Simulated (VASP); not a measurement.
Wanted: the native input for a VASP 6.6.1 run.

```
Task                   : single point
Functional             : PBE
Potentials or basis    : VASP PAW PBE potentials, release 64 (Si, C)
Cutoff                 : 520 eV
k mesh                 : 7 × 7 × 4
Occupations            : methfessel-paxton, width 0.1 eV
Spin                   : no spin polarisation
Dipole correction      : no
Further INCAR settings : ALGO = Normal; EDIFF = 1e-06; NBANDS = 13
```

The structure of Si2C lies in POSCAR:

```
Si2C
1.0
    3.3797266700      0.0000000000      0.0000000000
   -1.6898633400      2.9269291600      0.0000000000
    0.0000000000      0.0000000000      4.6533202500
Si C
2 1
Direct
    0.3196890000      0.6565670000      0.7491440000
    0.3383810000      0.6796170000      0.2388180000
   -0.0098540000     -0.0099810000     -0.0082740000
```

The input as run:

INCAR

```
PREC     = Accurate       # precision mode
ENCUT    = 520            # plane-wave cutoff, eV
EDIFF    = 1E-6           # SCF threshold, eV
ISMEAR   = 1              # smearing method
SIGMA    = 0.1            # smearing width, eV
LREAL    = F              # projectors in reciprocal space
LASPH    = T              # aspherical terms in the spheres
NELM     = 60             # most SCF steps
ALGO     = Normal         # electronic algorithm
ISIF     = 2              # what is computed and relaxed
LWAVE    = F              # write WAVECAR
LCHARG   = F              # write CHGCAR
GGA      = PE             # functional
NBANDS   = 13             # bands
```

KPOINTS

```
Automatic mesh
0
Gamma
  7 7 4
```

Potentials or basis: VASP PAW PBE potentials, release 64 (Si, C).

Run with:

```sh
$ cat potpaw_PBE.64/Si/POTCAR potpaw_PBE.64/C/POTCAR > POTCAR
$ mpirun -np 1 vasp_std > vasp.out
```

Results of the run:

```
Pressure               : -11.8 GPa
Largest force          : 1.265 eV/Å
Band gap on the k mesh : zero (bands 6 and 7 overlap by 2.76 eV)
```

Caveat: the stress differs along the axes, from -24 to 12 GPa; forces of over 1 eV/Å act on the atoms, so gaps and moduli don't describe the material at rest.

Run time: 24 s on 1 thread of Intel(R) Xeon(R) 6975P-C (Granite Rapids), with other jobs on the host, peak memory 0.19 GiB.
